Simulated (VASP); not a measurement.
# GaN (P6_3mc) in VASP: notebook

The runs below take GaN through single point, with r2SCAN.

Program: VASP 6.6.1. These are calculated values, not measurements. Logs are shortened: lines on timing, memory, paths and dates and some standing lists are left out, and cuts for length are marked.

### 1 The cell of the first run

The structure is hexagonal, space group P6_3mc (No. 186). The conventional cell has a = 3.056 Å, b = 3.056 Å, c = 5.284 Å, α = 90.00°, β = 90.00°, γ = 120.00°. Within 2.5 Å of Ga (site symmetry 3m) lie 4 N at 1.90 to 1.93 Å. Within 2.5 Å of N (site symmetry 3m) lie 4 Ga at 1.90 to 1.93 Å.

### 2 Single point, r2SCAN (epitaxial xy strain -4.0%)

Contents of POSCAR:

```
GaN
1.0
    3.0558234011      0.0000000000      0.0000000000
   -1.5279117005      2.6464206948      0.0000000000
    0.0000000000      0.0000000000      5.2837860489
Ga N
2 2
Direct
    0.3333333333      0.6666666667      0.0044698793
    0.6666666667      0.3333333333      0.5044698793
    0.3333333333      0.6666666667      0.3705301207
    0.6666666667      0.3333333333      0.8705301207
```

Contents of INCAR.step1:

```
PREC = Accurate ; ENCUT = 520
ISMEAR = 0 ; SIGMA = 0.01
LREAL = False ; LASPH = True
NELM = 80 ; NBANDS = 26
GGA = PE ; ALGO = Normal
EDIFF = 1E-4 ; LWAVE = True
LCHARG = False
```

Contents of INCAR.step2:

```
PREC = Accurate ; ENCUT = 520
EDIFF = 1E-7 ; ISMEAR = 0
SIGMA = 0.01 ; LREAL = False
LASPH = True ; NELM = 80
ALGO = Normal ; ISIF = 2
LWAVE = False ; LCHARG = False
METAGGA = R2SCAN ; LMIXTAU = True
NBANDS = 26 ; ISTART = 1
```

Contents of KPOINTS:

```
Automatic mesh
0
Gamma
  12 12 6
```

Potentials or basis: VASP PAW PBE potentials, release 64 (Ga_d, N).

Run with:

```
$ cat potpaw_PBE.64/Ga_d/POTCAR potpaw_PBE.64/N/POTCAR > POTCAR
$ cp INCAR.step1 INCAR
$ mpirun -np 1 vasp_std > vasp.out
$ cp INCAR.step2 INCAR
$ mpirun -np 1 vasp_std > vasp.out
```

OUTCAR:

```text
PREC = Accurate
   ENCUT = 520
   EDIFF = 1E-7
   ISMEAR = 0
   LREAL = False
   LASPH = True
   NELM = 80
   ISIF = 2
   METAGGA = R2SCAN
   ISTART = 1

 ion  position               nearest neighbor table
   1  0.333  0.667  0.004-   4 1.90   4 1.90   4 1.90   3 1.93
   2  0.667  0.333  0.504-   3 1.90   3 1.90   3 1.90   4 1.93
   3  0.333  0.667  0.371-   2 1.90   2 1.90   2 1.90   1 1.93
   4  0.667  0.333  0.871-   1 1.90   1 1.90   1 1.90   2 1.93

  LATTYP: Found a hexagonal cell.
 ALAT       =     3.0558234011
 C/A-ratio  =     1.7290875013

  Lattice vectors:

 A1 = (   3.0558234011,   0.0000000000,   0.0000000000)
 A2 = (  -1.5279117005,   2.6464206948,   0.0000000000)
 A3 = (   0.0000000000,   0.0000000000,   5.2837860489)

Analysis of symmetry for initial positions (statically):
=====================================================================
 Subroutine PRICEL returns:
 Original cell was already a primitive cell.

 Routine SETGRP: Setting up the symmetry group for a
 hexagonal supercell.

 Subroutine GETGRP returns: Found 12 space group operations
 (whereof  6 operations were pure point group operations)
 out of a pool of 24 trial point group operations.

The static configuration has the point symmetry C_3v.
 The point group associated with its full space group is C_6v.

Analysis of symmetry for dynamics (positions and initial velocities):
=====================================================================
 Subroutine PRICEL returns:
 Original cell was already a primitive cell.

 Routine SETGRP: Setting up the symmetry group for a
 hexagonal supercell.

 Subroutine GETGRP returns: Found 12 space group operations
 (whereof  6 operations were pure point group operations)
 out of a pool of 24 trial point group operations.

The dynamic configuration has the point symmetry C_3v.
 The point group associated with its full space group is C_6v.

 Subroutine INISYM returns: Found 12 space group operations
 (whereof  6 operations are pure point group operations),
 and found     1 'primitive' translations

----------------------------------------------------------------------------------------

                                     Primitive cell

  volume of cell :      42.7299

  direct lattice vectors                    reciprocal lattice vectors
     3.055823401  0.000000000  0.000000000     0.327244042  0.188934435  0.000000000
    -1.527911701  2.646420695  0.000000000     0.000000000  0.377868871  0.000000000
     0.000000000  0.000000000  5.283786049     0.000000000  0.000000000  0.189258231

  length of vectors
     3.055823401  3.055823401  5.283786049     0.377868871  0.377868871  0.189258231

  position of ions in fractional coordinates (direct lattice)
     0.333333333  0.666666667  0.004469879
     0.666666667  0.333333333  0.504469879
     0.333333333  0.666666667  0.370530121
     0.666666667  0.333333333  0.870530121

  ion indices of the primitive-cell ions
   primitive index   ion index
                 1           1
                 2           2
                 3           3
                 4           4

----------------------------------------------------------------------------------------

 KPOINTS: Automatic mesh

Automatic generation of k-mesh.
 Grid dimensions read from file:
 generate k-points for:   12   12    6

 Generating k-lattice:

  Cartesian coordinates                     Fractional coordinates (reciprocal lattice)
     0.027270337  0.015744536  0.000000000     0.083333333  0.000000000  0.000000000
     0.000000000  0.031489073  0.000000000     0.000000000  0.083333333  0.000000000
     0.000000000  0.000000000  0.031543038     0.000000000  0.000000000  0.166666667

  Length of vectors
     0.031489073  0.031489073  0.031543038

  Shift w.r.t. Gamma in fractional coordinates (k-lattice)
     0.000000000  0.000000000  0.000000000

 Subroutine IBZKPT returns following result:
 ===========================================

 Found     76 irreducible k-points:

 Following reciprocal coordinates:
            Coordinates               Weight
  0.000000  0.000000  0.000000      1.000000
  0.083333  0.000000  0.000000      6.000000
  0.166667  0.000000  0.000000      6.000000
  0.250000 -0.000000  0.000000      6.000000
  0.333333  0.000000  0.000000      6.000000
  0.416667  0.000000  0.000000      6.000000
[... 16 lines left out ...]
  0.250000 -0.000000  0.166667     12.000000
  0.333333  0.000000  0.166667     12.000000
 [... further k-points ...]
   k-points           NKPTS =     76   k-points in BZ     NKDIM =     76   number of bands    NBANDS=     26
   number of dos      NEDOS =    301   number of ions     NIONS =      4
   total plane-waves  NPLWV =  23040
   dimension x,y,z NGX =    24 NGY =   24 NGZ =   40
   dimension x,y,z NGXF=    48 NGYF=   48 NGZF=   80
   ions per type =               2   2
   NGX,Y,Z   is equivalent  to a cutoff of  13.06, 13.06, 12.59 a.u.
   NGXF,Y,Z  is equivalent  to a cutoff of  26.11, 26.11, 25.17 a.u.
 SYSTEM =  unknown system
   PREC   = accura    normal or accurate (medium, high low for compatibility)
   ISTART =      1    job   : 0-new  1-cont  2-samecut
   ICHARG =      0    charge: 1-file 2-atom 10-const
   ISPIN  =      1    spin polarized calculation?
   LNONCOLLINEAR =      F non collinear calculations
   LSORBIT =      F    spin-orbit coupling
   LASPH  =      T    aspherical Exc in radial PAW
   ENCUT  =  520.0 eV  38.22 Ry    6.18 a.u.   5.68  5.68  9.82*2*pi/ulx,y,z
   NELM   =     80;   NELMIN=  2; NELMDL=  0     # of ELM steps
   EDIFF  = 0.1E-06   stopping-criterion for ELM
   LREAL  =      F    real-space projection
   EDIFFG = 0.1E-05   stopping-criterion for IOM
   NSW    =      0    number of steps for IOM
   IBRION =     -1    ionic relax: 0-MD 1-quasi-New 2-CG
   NFREE  =      0    steps in history (QN), initial steepest desc. (CG)
   ISIF   =      2    stress and relaxation
   ISYM   =      2    0-nonsym 1-usesym 2-fastsym
   POTIM  = 0.5000    time-step for ionic-motion
   TEBEG  =    0.0;   TEEND  =   0.0 temperature during run
   PSTRESS=    0.0 pullay stress
   NELECT =      36.0000    total number of electrons
   NUPDOWN=      -1.0000    fix difference up-down
   EMIN   =  10.00;   EMAX   =-10.00  energy-range for DOS
   EFERMI =   0.00;   METHOD = LEGACY
   ISMEAR =     0;   SIGMA  =   0.01  broadening in eV -4-tet -1-fermi 0-gaus
   EFERMI_NEDOS =   21; number of points for ismear=-14 and -15
   IALGO  =     38    algorithm
   IMIX   =      4    mixing-type and parameters
     AMIX     =   0.40;   BMIX     =  1.00
     AMIX_MAG =   1.60;   BMIX_MAG =  1.00
  volume/ion in A,a.u.               =      10.68        72.09
  Fermi-wavevector in a.u.,A,eV,Ry     =   1.546197  2.921889 32.527798  2.390726
  Thomas-Fermi vector in A             =   2.651468
   LORBIT       =      0    0 simple, 1 ext, 2 COOP (PROOUT), +10 PAW based schemes
   METAGGA = R2SCAN    functional components
   LHFCALC =     F    Hartree Fock is set to
   AEXX    =    0.0000 exact exchange contribution
   IVDW    =     0    specifies the selected vdW correction
   LEPSILON=     F    determine dielectric tensor
   LRPA    =     F    only Hartree local field effects (RPA)
 non-spin polarized calculation
 Gauss-broadening in eV      SIGMA  =   0.01
  energy-cutoff  :      520.00
  volume of cell :       42.73
 maximum number of plane-waves:      1184
 NGX is ok and might be reduce to    24
   NGX = 11   NGY = 11   NGZ = 19

 number of electron      35.9999987 magnetization

 Free energy of the ion-electron system (eV)
  ---------------------------------------------------
  ext. energy  EPLUGINS =         0.00000000
  ---------------------------------------------------
  free energy    TOTEN  =       -43.57670800 eV

  energy without entropy =      -43.57670800  energy(sigma->0) =      -43.57670800

 E-fermi :   6.0688     XC(G=0): -13.0451

 val. band max:        5.9658787074   @ k =   0.0000   0.0000   0.0000
 cond. band min:       8.3710034936   @ k =   0.0000   0.0000   0.0000
 fundamental gap:      2.4051247862
 Fermi energy:         6.0687804108

 k-point     1 :       0.0000    0.0000    0.0000
  band No.  band energies     occupation
      1     -11.5589      2.00000
      2     -10.4172      2.00000
      3      -8.1273      2.00000
      4      -8.0853      2.00000
      5      -8.0853      2.00000
      6      -8.0131      2.00000
[... 18 lines left out ...]
     25      19.2143      0.00000
     26      19.2144      0.00000

 k-point     2 :       0.0833    0.0000    0.0000
  band No.  band energies     occupation
      1     -11.4772      2.00000
      2     -10.3876      2.00000
      3      -8.1140      2.00000
      4      -8.0715      2.00000
      5      -8.0684      2.00000
      6      -8.0033      2.00000
[... 18 lines left out ...]
     25      18.7113      0.00000
     26      19.3569      0.00000

 k-point     3 :       0.1667    0.0000    0.0000
  band No.  band energies     occupation
      1     -11.2510      2.00000
      2     -10.3125      2.00000
      3      -8.0802      2.00000
      4      -8.0372      2.00000
      5      -8.0118      2.00000
      6      -7.9621      2.00000
[... 18 lines left out ...]
     25      18.3068      0.00000
     26      19.5252      0.00000

 k-point     4 :       0.2500   -0.0000    0.0000
  band No.  band energies     occupation
      1     -10.9394      2.00000
      2     -10.2245      2.00000
      3      -8.0451      2.00000
      4      -8.0011      2.00000
      5      -7.9450      2.00000
      6      -7.8790      2.00000
[... 18 lines left out ...]
     25      18.6216      0.00000
     26      19.1750      0.00000

 k-point     5 :       0.3333    0.0000    0.0000
  band No.  band energies     occupation
      1     -10.6364      2.00000
      2     -10.1544      2.00000
      3      -8.0259      2.00000
      4      -7.9801      2.00000
      5      -7.8984      2.00000
      6      -7.8156      2.00000
[... 18 lines left out ...]
     25      18.7698      0.00000
     26      20.0519      0.00000

 k-point     6 :       0.4167    0.0000    0.0000
  band No.  band energies     occupation
      1     -10.4293      2.00000
      2     -10.1160      2.00000
      3      -8.0250      2.00000
      4      -7.9738      2.00000
      5      -7.8670      2.00000
      6      -7.8178      2.00000
[... 427 lines left out ...]
 k-point    21 :       0.0833    0.0000    0.1667
  band No.  band energies     occupation
      1     -11.3976      2.00000
      2     -10.4446      2.00000
      3      -8.0954      2.00000
      4      -8.0679      2.00000
      5      -8.0610      2.00000
      6      -8.0095      2.00000
[... 18 lines left out ...]
     25      18.5633      0.00000
     26      19.1125      0.00000

 k-point    22 :       0.1667    0.0000    0.1667
  band No.  band energies     occupation
      1     -11.1786      2.00000
      2     -10.3585      2.00000
      3      -8.0696      2.00000
      4      -8.0321      2.00000
      5      -8.0061      2.00000
      6      -7.9605      2.00000
[... 18 lines left out ...]
     25      18.0790      0.00000
     26      19.4806      0.00000

 k-point    23 :       0.2500   -0.0000    0.1667
  band No.  band energies     occupation
      1     -10.8799      2.00000
      2     -10.2564      2.00000
      3      -8.0413      2.00000
      4      -7.9931      2.00000
      5      -7.9550      2.00000
      6      -7.8873      2.00000
[... 18 lines left out ...]
     25      18.1787      0.00000
     26      19.8351      0.00000

 k-point    24 :       0.3333    0.0000    0.1667
  band No.  band energies     occupation
      1     -10.5928      2.00000
      2     -10.1738      2.00000
      3      -8.0276      2.00000
      4      -7.9686      2.00000
      5      -7.9169      2.00000
      6      -7.8255      2.00000
[... 18 lines left out ...]
     25      18.3382      0.00000
     26      20.2308      0.00000

 [... further k-points ...]

------------------------ aborting loop because EDIFF is reached ----------------------------------------

  FORCE on cell =-STRESS in cart. coord.  units (eV):
  Direction    XX          YY          ZZ          XY          YZ          ZX
  --------------------------------------------------------------------------------------
  -------------------------------------------------------------------------------------
  Total        5.8927146      5.8927146      0.3152220      0.0000000      0.0000000      0.0000000
  in kB      220.9498079    220.9498079     11.8193804      0.0000000      0.0000000      0.0000000
  external PRESSURE =     151.2396654 kB  Pullay stress =       0.0000000 kB

 VOLUME and BASIS-vectors are now :
 -----------------------------------------------------------------------------
  energy-cutoff  :      520.00
  volume of cell :       42.73
      direct lattice vectors                 reciprocal lattice vectors
     3.055823401  0.000000000  0.000000000     0.327244042  0.188934435  0.000000000
    -1.527911701  2.646420695  0.000000000     0.000000000  0.377868871  0.000000000
     0.000000000  0.000000000  5.283786049     0.000000000  0.000000000  0.189258231

 POSITION                                       TOTAL-FORCE (eV/Angst)
 -----------------------------------------------------------------------------------
     -0.00000      1.76428      0.02362        -0.000000      0.000000      0.020257
      1.52791      0.88214      2.66551         0.000000     -0.000000      0.020257
     -0.00000      1.76428      1.95780         0.000000     -0.000000     -0.020257
      1.52791      0.88214      4.59969         0.000000     -0.000000     -0.020257
 -----------------------------------------------------------------------------------
    total drift:                                0.000002      0.000004      0.017784

  FREE ENERGIE OF THE ION-ELECTRON SYSTEM (eV)
  ---------------------------------------------------
  free  energy   TOTEN  =       -43.5767079959 eV

  energy  without entropy=      -43.5767079959  energy(sigma->0) =      -43.57670800
```

It took 2.3 min on 1 thread of Intel Xeon 6975P-C (Granite Rapids), shared host; peak memory 0.21 GiB.

Results:

```
Free energy            : -43.5767 eV
Pressure               : 15.1 GPa
Largest force          : 0.020 eV/Å
Band gap on the k mesh : 2.41 eV
```

Forces on the atoms (eV/Å):
```
Ga   0.000  0.000  0.020
Ga   0.000  0.000  0.020
N    0.000  0.000 -0.020
N    0.000  0.000 -0.020
```

Caveat: the cell differs from its parent crystal (epitaxial xy strain -4.0%); the cell stands under pressure; the PAW data sets were made with another functional, which shifts forces and pressure a little.

### 3 Single point, r2SCAN (epitaxial xy strain -3.0%)

Contents of POSCAR:

```
GaN
1.0
    3.0876548948      0.0000000000      0.0000000000
   -1.5438274474      2.6739875771      0.0000000000
    0.0000000000      0.0000000000      5.2583969242
Ga N
2 2
Direct
    0.3333333333      0.6666666667      0.0030403154
    0.6666666667      0.3333333333      0.5030403154
    0.3333333333      0.6666666667      0.3719596846
    0.6666666667      0.3333333333      0.8719596846
```

Contents of INCAR.step1:

```
ALGO = Normal ; EDIFF = 1E-4
ENCUT = 520 ; GGA = PE
ISMEAR = 0 ; LASPH = T
LCHARG = F ; LREAL = F
LWAVE = T ; NBANDS = 26
NELM = 100 ; PREC = Accurate
SIGMA = 0.01
```

Contents of INCAR.step2:

```
ALGO = Normal ; EDIFF = 1E-6
ENCUT = 520 ; ISIF = 2
ISMEAR = 0 ; ISTART = 1
LASPH = T ; LCHARG = F
LMIXTAU = T ; LREAL = F
LWAVE = F ; METAGGA = R2SCAN
NBANDS = 26 ; NELM = 100
PREC = Accurate ; SIGMA = 0.01
```

Contents of KPOINTS:

```
k-points
0
Gamma
  12 12 6
```

Potentials or basis: VASP PAW PBE potentials, release 64 (Ga_d, N).

Run with:

```
$ cat potpaw_PBE.64/Ga_d/POTCAR potpaw_PBE.64/N/POTCAR > POTCAR
$ cp INCAR.step1 INCAR
$ mpirun -np 1 vasp_std > vasp.out
$ cp INCAR.step2 INCAR
$ mpirun -np 1 vasp_std > vasp.out
```

Run time: 1.9 min. Hardware: 1 thread of Intel Xeon 6975P-C (Granite Rapids), shared host; peak memory 0.21 GiB.

Results (log left out):

| Item | Value |
| --- | --- |
| Free energy | -43.6821 eV |
| Pressure | 11.2 GPa |
| Largest force | 0.017 eV/Å |
| Band gap on the k mesh | 2.42 eV |

Forces in eV/Å, atoms in the order of the input:
```
Ga   0.000  0.000  0.017
Ga   0.000  0.000  0.017
N    0.000  0.000 -0.017
N    0.000  0.000 -0.017
```

Stress tensor (GPa, compression positive):
```
16.29  0.00  0.00
 0.00 16.29  0.00
 0.00  0.00  1.13
```

Levels at points of the mesh, in eV from the valence-band top:
```csv
k point,band 16,band 17,band 18,band 19,band 20,band 21
"(0.00, 0.00, 0.00)",-0.37,0.00,0.00,2.42,5.55,9.77
"(0.50, 0.00, 0.00)",-2.88,-2.60,-1.13,5.95,6.04,6.42
"(0.00, 0.00, 0.50)",-0.52,-0.52,-0.52,5.12,5.12,9.17
"(0.50, 0.00, 0.50)",-2.40,-2.08,-2.08,4.77,4.77,8.62
```

Caveat: the cell differs from its parent crystal (epitaxial xy strain -3.0%); the cell stands under pressure; the PAW data sets were made with another functional, which shifts forces and pressure a little.

### 4 Single point, r2SCAN (epitaxial xy strain -2.0%)

Contents of POSCAR:

```
GaN
1.0
    3.1194863886      0.0000000000      0.0000000000
   -1.5597431943      2.7015544593      0.0000000000
    0.0000000000      0.0000000000      5.2330852249
Ga N
2 2
Direct
    0.3333333333      0.6666666667      0.0016671475
    0.6666666667      0.3333333333      0.5016671475
    0.3333333333      0.6666666667      0.3733328525
    0.6666666667      0.3333333333      0.8733328525
```

Contents of INCAR.step1:

```
ALGO = Normal
EDIFF = 1E-4
ENCUT = 520
GGA = PE
ISMEAR = 0
LASPH = T
LCHARG = F
LREAL = F
LWAVE = T
NBANDS = 26
NELM = 60
PREC = Accurate
SIGMA = 0.01
```

Contents of INCAR.step2:

```
ALGO = Normal
EDIFF = 1E-6
ENCUT = 520
ISIF = 2
ISMEAR = 0
ISTART = 1
LASPH = T
LCHARG = F
LMIXTAU = T
LREAL = F
LWAVE = F
METAGGA = R2SCAN
NBANDS = 26
NELM = 60
PREC = Accurate
SIGMA = 0.01
```

KPOINTS is that of step 3.

Run with:

```
$ cat potpaw_PBE.64/Ga_d/POTCAR potpaw_PBE.64/N/POTCAR > POTCAR
$ cp INCAR.step1 INCAR
$ mpirun -np 1 vasp_std > vasp.out
$ cp INCAR.step2 INCAR
$ mpirun -np 1 vasp_std > vasp.out
```

Wall time 1.9 min (1 thread of Intel Xeon 6975P-C (Granite Rapids), shared host); peak memory 0.21 GiB.

It converged, with:

| Quantity | Value |
| --- | --- |
| Free energy | -43.7568 eV |
| Pressure | 7.6 GPa |
| Largest force | 0.017 eV/Å |
| Band gap on the k mesh | 2.41 eV |

Forces in eV/Å, atoms in the order of the input:
```
Ga   0.000  0.000  0.017
Ga   0.000  0.000  0.017
N    0.000  0.000 -0.017
N    0.000  0.000 -0.017
```

Stress tensor (GPa, compression positive):
```
10.90  0.00  0.00
 0.00 10.90  0.00
 0.00  0.00  1.11
```

Levels at points of the mesh, in eV from the valence-band top:
```tsv
k point	band 14	band 15	band 16	band 17	band 18	band 19	band 20	band 21	band 22	band 23
(0.00, 0.00, 0.00)	-1.03	-1.03	-0.24	0.00	0.00	2.41	5.30	9.84	11.00	11.00
(0.50, 0.00, 0.00)	-5.64	-4.55	-2.87	-2.47	-1.10	5.83	6.13	6.42	9.43	11.11
(0.00, 0.00, 0.50)	-4.26	-0.53	-0.53	-0.53	-0.53	5.01	5.01	9.17	9.17	11.52
(0.50, 0.00, 0.50)	-6.94	-2.24	-2.24	-2.05	-2.05	4.82	4.82	8.55	8.55	10.87
```

Caveat: the cell differs from its parent crystal (epitaxial xy strain -2.0%); the cell stands under pressure; the PAW data sets were made with another functional, which shifts forces and pressure a little.

(Continued in part 2 of 2.)
